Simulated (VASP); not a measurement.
# LiB18N18 (a cell with a defect) in VASP: single point with PBE

Aim: the single point of LiB18N18 (a cell with a defect) with PBE.

Program: VASP 6.6.1. These are calculated values, not measurements. Logs are shortened: lines on timing, memory, paths and dates and some standing lists are left out, and cuts for length are marked.

## 1. The cell of the first run

The cell holds a defect, 37 atoms: a = 7.465 Å, b = 7.465 Å, c = 6.495 Å, α = 90.00°, β = 90.00°, γ = 120.00°.

## 2. Single point, PBE

INCAR

```
ALGO = Normal ; EDIFF = 1E-6
ENCUT = 520 ; GGA = PE
ISIF = 2 ; ISMEAR = -1
LASPH = True ; LCHARG = False
LREAL = Auto ; LWAVE = False
NBANDS = 98 ; NELECT = 146.0
NELM = 80 ; PREC = Accurate
SIGMA = 0.01
```

KPOINTS

```
k-points
0
Gamma
  1 1 1
```

POSCAR

```
LiB18N18
1.0
    7.4650312800      0.0000000000      0.0000000000
   -3.7325156400      6.4649067300      0.0000000000
    0.0000000000      0.0000000000      6.4954828800
B N Li
18 18 1
Direct
    0.1104622765      0.2221840252      0.2405862703
    0.2214721378      0.1107760761      0.7618189581
    0.1110605983      0.5567783342      0.2430969382
    0.2203911082      0.4440237299      0.7672732100
    0.1114420599      0.8893311598      0.2481102683
    0.2225098128      0.7782744918      0.7537362642
    0.4433543127      0.2199982242      0.2285560639
    0.5564692788      0.1112012949      0.7595253642
    0.4425827331      0.5581953694      0.2085858781
    0.5573104227      0.4434772410      0.8024281022
    0.4439976635      0.8897150787      0.2430870852
    0.5567599348      0.7803914597      0.7672676677
    0.7780157799      0.2227605223      0.2447793381
    0.8890332791      0.1117485573      0.7523787054
    0.7807751609      0.5574205709      0.2285700736
    0.8895830433      0.4443151495      0.7595373725
    0.7785913872      0.8903132312      0.2405868861
    0.8900075951      0.7793110110      0.7618260399
    0.1115508674      0.2228316757      0.7574071229
    0.2225296590      0.1119477868      0.2426638680
    0.1115085147      0.5559908519      0.7543108173
    0.2224847090      0.4451751773      0.2317595209
    0.1114202215      0.8893641069      0.7516586665
    0.2223799597      0.7783957619      0.2482489801
    0.4449864610      0.2232568945      0.7740138944
    0.5556826877      0.1118823566      0.2430567564
    0.4453187660      0.5554638528      0.7824348234
    0.5553552163      0.4454186457      0.2143401847
    0.4447941076      0.8892760932      0.7543032736
    0.5556012108      0.7782928989      0.2317492060
    0.7779879453      0.2227959443      0.7538922187
    0.8890108782      0.1117651082      0.2496895196
    0.7775309762      0.5557988924      0.7740388348
    0.8888934017      0.4450936603      0.2430693805
    0.7779515700      0.8892318544      0.7574077387
    0.8888266298      0.7782452571      0.2426726433
    0.5150807302      0.4855440505      0.5037597759
```

Potentials or basis: VASP PAW PBE potentials, release 64 (B, N, Li_sv).

Started as:

```
cat potpaw_PBE.64/B/POTCAR potpaw_PBE.64/N/POTCAR potpaw_PBE.64/Li_sv/POTCAR > POTCAR
mpirun -np 1 vasp_gam > vasp.out
```

OUTCAR:

```text
EDIFF = 1E-6
   ENCUT = 520
   GGA = PE
   ISIF = 2
   ISMEAR = -1
   LASPH = True
   LREAL = Auto
   NELECT = 146.0
   NELM = 80
   PREC = Accurate

 ion  position               nearest neighbor table
   1  0.110  0.222  0.241-  32 1.43  20 1.44  22 1.44
   2  0.221  0.111  0.762-  23 1.43  19 1.44  25 1.45
   3  0.111  0.557  0.243-  24 1.43  34 1.44  22 1.44
   4  0.220  0.444  0.767-  21 1.43  19 1.43  27 1.46
   5  0.111  0.889  0.248-  24 1.43  36 1.44  20 1.44
   6  0.223  0.778  0.754-  23 1.44  21 1.44  29 1.44
   7  0.443  0.220  0.229-  26 1.43  20 1.43  28 1.46
   8  0.556  0.111  0.760-  31 1.43  29 1.44  25 1.45
   9  0.443  0.558  0.209-  30 1.43  22 1.43  28 1.46  37 2.13
  10  0.557  0.443  0.802-  33 1.44  25 1.44  27 1.45  37 2.02
  11  0.444  0.890  0.243-  24 1.43  26 1.44  30 1.44
  12  0.557  0.780  0.767-  29 1.43  35 1.43  27 1.46
  13  0.778  0.223  0.245-  32 1.44  34 1.44  26 1.44
  14  0.889  0.112  0.752-  31 1.44  35 1.44  19 1.44
  15  0.781  0.557  0.229-  34 1.43  36 1.43  28 1.46
  16  0.890  0.444  0.760-  31 1.43  21 1.44  33 1.45
[... 8 lines left out ...]
  25  0.445  0.223  0.774-  10 1.44   2 1.45   8 1.45
  26  0.556  0.112  0.243-   7 1.43  11 1.44  13 1.44
  27  0.445  0.555  0.782-  10 1.45   4 1.46  12 1.46  37 2.02
  28  0.555  0.445  0.214-   9 1.46   7 1.46  15 1.46  37 1.95
  29  0.445  0.889  0.754-  12 1.43   8 1.44   6 1.44
  30  0.556  0.778  0.232-   9 1.43  17 1.44  11 1.44
  31  0.778  0.223  0.754-   8 1.43  16 1.43  14 1.44
  32  0.889  0.112  0.250-   1 1.43  17 1.43  13 1.44
  33  0.778  0.556  0.774-  10 1.44  18 1.45  16 1.45
  34  0.889  0.445  0.243-  15 1.43   3 1.44  13 1.44
  35  0.778  0.889  0.757-  12 1.43  18 1.44  14 1.44
  36  0.889  0.778  0.243-  15 1.43  17 1.44   5 1.44
  37  0.515  0.486  0.504-  28 1.95  10 2.02  27 2.02   9 2.13

  LATTYP: Found a hexagonal cell.
 ALAT       =     7.4650312800
 C/A-ratio  =     0.8701213212

  Lattice vectors:

 A1 = (   7.4650312800,   0.0000000000,   0.0000000000)
 A2 = (  -3.7325156400,   6.4649067300,   0.0000000000)
 A3 = (   0.0000000000,   0.0000000000,   6.4954828800)

Analysis of symmetry for initial positions (statically):
=====================================================================
 Subroutine PRICEL returns:
 Original cell was already a primitive cell.

 Routine SETGRP: Setting up the symmetry group for a
 hexagonal supercell.

 Subroutine GETGRP returns: Found  1 space group operations
 (whereof  1 operations were pure point group operations)
 out of a pool of 24 trial point group operations.

The static configuration has the point symmetry C_1 .

Analysis of symmetry for dynamics (positions and initial velocities):
=====================================================================
 Subroutine PRICEL returns:
 Original cell was already a primitive cell.

 Routine SETGRP: Setting up the symmetry group for a
 hexagonal supercell.

 Subroutine GETGRP returns: Found  1 space group operations
 (whereof  1 operations were pure point group operations)
 out of a pool of 24 trial point group operations.

The dynamic configuration has the point symmetry C_1 .

 Subroutine INISYM returns: Found  1 space group operations
 (whereof  1 operations are pure point group operations),
 and found     1 'primitive' translations

----------------------------------------------------------------------------------------

                                     Primitive cell

  volume of cell :     313.4768

  direct lattice vectors                    reciprocal lattice vectors
     7.465031280  0.000000000  0.000000000     0.133957912  0.077340636  0.000000000
    -3.732515640  6.464906730  0.000000000     0.000000000  0.154681273  0.000000000
     0.000000000  0.000000000  6.495482880     0.000000000  0.000000000  0.153953142

  length of vectors
     7.465031280  7.465031281  6.495482880     0.154681273  0.154681273  0.153953142

  position of ions in fractional coordinates (direct lattice)
     0.110462277  0.222184025  0.240586270
     0.221472138  0.110776076  0.761818958
     0.111060598  0.556778334  0.243096938
     0.220391108  0.444023730  0.767273210
     0.111442060  0.889331160  0.248110268
     0.222509813  0.778274492  0.753736264
[... 29 lines left out ...]
     0.888826630  0.778245257  0.242672643
     0.515080730  0.485544051  0.503759776

  ion indices of the primitive-cell ions
   primitive index   ion index
                 1           1
                 2           2
                 3           3
                 4           4
                 5           5
                 6           6
[... 29 lines left out ...]
                36          36
                37          37

----------------------------------------------------------------------------------------

 KPOINTS: k-points

Automatic generation of k-mesh.
 Grid dimensions read from file:
 generate k-points for:    1    1    1

 Generating k-lattice:

  Cartesian coordinates                     Fractional coordinates (reciprocal lattice)
     0.133957912  0.077340636  0.000000000     1.000000000  0.000000000  0.000000000
     0.000000000  0.154681273  0.000000000     0.000000000  1.000000000  0.000000000
     0.000000000  0.000000000  0.153953142     0.000000000  0.000000000  1.000000000

  Length of vectors
     0.154681273  0.154681273  0.153953142

  Shift w.r.t. Gamma in fractional coordinates (k-lattice)
     0.000000000  0.000000000  0.000000000

 Subroutine IBZKPT returns following result:
 ===========================================

 Found      1 irreducible k-points:

 Following reciprocal coordinates:
            Coordinates               Weight
  0.000000  0.000000  0.000000      1.000000
   k-points           NKPTS =      1   k-points in BZ     NKDIM =      1   number of bands    NBANDS=     98
   number of dos      NEDOS =    301   number of ions     NIONS =     37
   total plane-waves  NPLWV = 150528
   dimension x,y,z NGX =    56 NGY =   56 NGZ =   48
   dimension x,y,z NGXF=   112 NGYF=  112 NGZF=   96
   ions per type =              18  18   1
   NGX,Y,Z   is equivalent  to a cutoff of  12.47, 12.47, 12.29 a.u.
   NGXF,Y,Z  is equivalent  to a cutoff of  24.94, 24.94, 24.57 a.u.
 SYSTEM =  unknown system
   PREC   = accura    normal or accurate (medium, high low for compatibility)
   ISTART =      0    job   : 0-new  1-cont  2-samecut
   ICHARG =      2    charge: 1-file 2-atom 10-const
   ISPIN  =      1    spin polarized calculation?
   LNONCOLLINEAR =      F non collinear calculations
   LSORBIT =      F    spin-orbit coupling
   LASPH  =      T    aspherical Exc in radial PAW
   ENCUT  =  520.0 eV  38.22 Ry    6.18 a.u.  13.88 13.88 12.08*2*pi/ulx,y,z
   NELM   =     80;   NELMIN=  2; NELMDL= -5     # of ELM steps
   EDIFF  = 0.1E-05   stopping-criterion for ELM
   LREAL  =      T    real-space projection
   EDIFFG = 0.1E-04   stopping-criterion for IOM
   NSW    =      0    number of steps for IOM
   IBRION =     -1    ionic relax: 0-MD 1-quasi-New 2-CG
   NFREE  =      0    steps in history (QN), initial steepest desc. (CG)
   ISIF   =      2    stress and relaxation
   ISYM   =      2    0-nonsym 1-usesym 2-fastsym
   POTIM  = 0.5000    time-step for ionic-motion
   TEBEG  =    0.0;   TEEND  =   0.0 temperature during run
   PSTRESS=    0.0 pullay stress
   NELECT =     146.0000    total number of electrons
   NUPDOWN=      -1.0000    fix difference up-down
   EMIN   =  10.00;   EMAX   =-10.00  energy-range for DOS
   EFERMI =   0.00;   METHOD = LEGACY
   ISMEAR =    -1;   SIGMA  =   0.01  broadening in eV -4-tet -1-fermi 0-gaus
   EFERMI_NEDOS =   21; number of points for ismear=-14 and -15
   IALGO  =     38    algorithm
   IMIX   =      4    mixing-type and parameters
     AMIX     =   0.40;   BMIX     =  1.00
     AMIX_MAG =   1.60;   BMIX_MAG =  1.00
  volume/ion in A,a.u.               =       8.47        57.17
  Fermi-wavevector in a.u.,A,eV,Ry     =   1.268987  2.398039 21.909859  1.610329
  Thomas-Fermi vector in A             =   2.402053
   LORBIT       =      0    0 simple, 1 ext, 2 COOP (PROOUT), +10 PAW based schemes
   GGA     = PE    functional components
   LHFCALC =     F    Hartree Fock is set to
   AEXX    =    0.0000 exact exchange contribution
   IVDW    =     0    specifies the selected vdW correction
   LEPSILON=     F    determine dielectric tensor
   LRPA    =     F    only Hartree local field effects (RPA)
 non-spin polarized calculation
  energy-cutoff  :      520.00
  volume of cell :      313.48
 maximum number of plane-waves:      4207
 NGX is ok and might be reduce to    54
   NGX = 27   NGY = 27   NGZ = 25

 number of electron     145.9999997 magnetization

 Free energy of the ion-electron system (eV)
  ---------------------------------------------------
  ext. energy  EPLUGINS =         0.00000000
  ---------------------------------------------------
  free energy    TOTEN  =      -319.81712312 eV

  energy without entropy =     -319.81712312  energy(sigma->0) =     -319.81712312

 E-fermi :   3.1716     XC(G=0): -10.2940

 val. band max:        2.7627859530   @ k =   0.0000   0.0000   0.0000
 cond. band min:       7.4253214251   @ k =   0.0000   0.0000   0.0000
 fundamental gap:      4.6625354720
 Fermi energy:         3.1716441199

 k-point     1 :       0.0000    0.0000    0.0000
  band No.  band energies     occupation
      1     -42.3896      2.00000
      2     -15.1306      2.00000
      3     -14.7588      2.00000
      4     -13.2876      2.00000
      5     -13.1623      2.00000
      6     -13.1001      2.00000
[... 77 lines left out ...]
     84       9.7856      0.00000
     85      10.2016      0.00000
 [bands above 85 left out]

------------------------ aborting loop because EDIFF is reached ----------------------------------------

  FORCE on cell =-STRESS in cart. coord.  units (eV):
  Direction    XX          YY          ZZ          XY          YZ          ZX
  --------------------------------------------------------------------------------------
  -------------------------------------------------------------------------------------
  Total       14.1946497     13.9923322      8.1919755     -0.1764710      0.1036119     -0.1796716
  in kB       72.5487485     71.5147051     41.8691255     -0.9019420      0.5295596     -0.9183004
  external PRESSURE =      61.9775264 kB  Pullay stress =       0.0000000 kB

 VOLUME and BASIS-vectors are now :
 -----------------------------------------------------------------------------
  energy-cutoff  :      520.00
  volume of cell :      313.48
      direct lattice vectors                 reciprocal lattice vectors
     7.465031280  0.000000000  0.000000000     0.133957912  0.077340636  0.000000000
    -3.732515640  6.464906730  0.000000000     0.000000000  0.154681273  0.000000000
     0.000000000  0.000000000  6.495482880     0.000000000  0.000000000  0.153953142

 POSITION                                       TOTAL-FORCE (eV/Angst)
 -----------------------------------------------------------------------------------
     -0.00470      1.43640      1.56272         0.008218     -0.002128      0.003907
      1.23982      0.71616      4.94838        -0.002276      0.007318     -0.001881
     -1.24911      3.59952      1.57903        -0.003328      0.006244      0.000166
     -0.01210      2.87057      4.98381        -0.009181     -0.007012      0.001856
     -2.48752      5.74944      1.61160         0.004053     -0.002957      0.005195
     -1.24388      5.03147      4.89588         0.004731     -0.001895     -0.003487
[... 29 lines left out ...]
      3.73031      5.03128      1.57628        -0.009368     -0.001229     -0.002115
      2.03279      3.13900      3.27216        -0.016576      0.008552     -0.000755
 -----------------------------------------------------------------------------------
    total drift:                               -0.002558     -0.000321      0.000524

  FREE ENERGIE OF THE ION-ELECTRON SYSTEM (eV)
  ---------------------------------------------------
  free  energy   TOTEN  =      -319.8171231210 eV

  energy  without entropy=     -319.8171231210  energy(sigma->0) =     -319.81712312
```

Wall time 67 s (1 thread of Intel Xeon Platinum 8488C (Sapphire Rapids), shared host); peak memory 0.35 GiB.

What came out:

```yaml
Free_energy: -319.8171 eV
Largest_force: 0.039 eV/Å
```

Forces on the atoms (eV/Å):
```
B    0.008 -0.002  0.004
B   -0.002  0.007 -0.002
B   -0.003  0.006  0.000
B   -0.009 -0.007  0.002
B    0.004 -0.003  0.005
B    0.005 -0.002 -0.003
B   -0.002 -0.005 -0.002
B    0.004  0.004  0.001
B    0.005 -0.003 -0.015
B    0.011 -0.005  0.037
B   -0.007 -0.001  0.000
B    0.002  0.011  0.002
B   -0.006  0.004  0.003
B   -0.005  0.003 -0.005
B    0.004  0.005 -0.002
B   -0.001 -0.004  0.000
B    0.006 -0.005  0.003
B   -0.008 -0.002 -0.002
N    0.010  0.000  0.002
N   -0.004  0.009 -0.002
N    0.001  0.007 -0.001
N   -0.003 -0.005  0.004
N    0.000  0.000  0.006
N    0.005 -0.003 -0.002
N   -0.006 -0.006 -0.006
N    0.007  0.000  0.000
N   -0.001  0.001  0.000
N    0.004 -0.003 -0.020
N   -0.006 -0.004 -0.001
N    0.003  0.005  0.004
N    0.000  0.000  0.003
N   -0.001  0.001 -0.006
N    0.002  0.008 -0.006
N    0.004 -0.006  0.000
N    0.005 -0.009  0.002
N   -0.009 -0.001 -0.002
Li  -0.017  0.009 -0.001
```

Levels at points of the mesh, in eV from the Fermi level:
| k point | band 70 | band 71 | band 72 | band 73 | band 74 | band 75 | band 76 | band 77 |
| --- | --- | --- | --- | --- | --- | --- | --- | --- |
| (0.00, 0.00, 0.00) | -0.58 | -0.53 | -0.45 | -0.41 | 4.25 | 4.38 | 4.57 | 4.61 |

Caveat: the k points lie up to 0.97 Å⁻¹ apart, too coarse for converged energies, forces and pressures; the cell carries a net charge on a neutralising background, which shifts energy and pressure; the cell is charged against a uniform background, so pressure and absolute levels hang on convention; the cutoff is under 1.25 times the usual one of these potentials, so pressure, stress and relaxed cells hold a basis-set (Pulay) error.
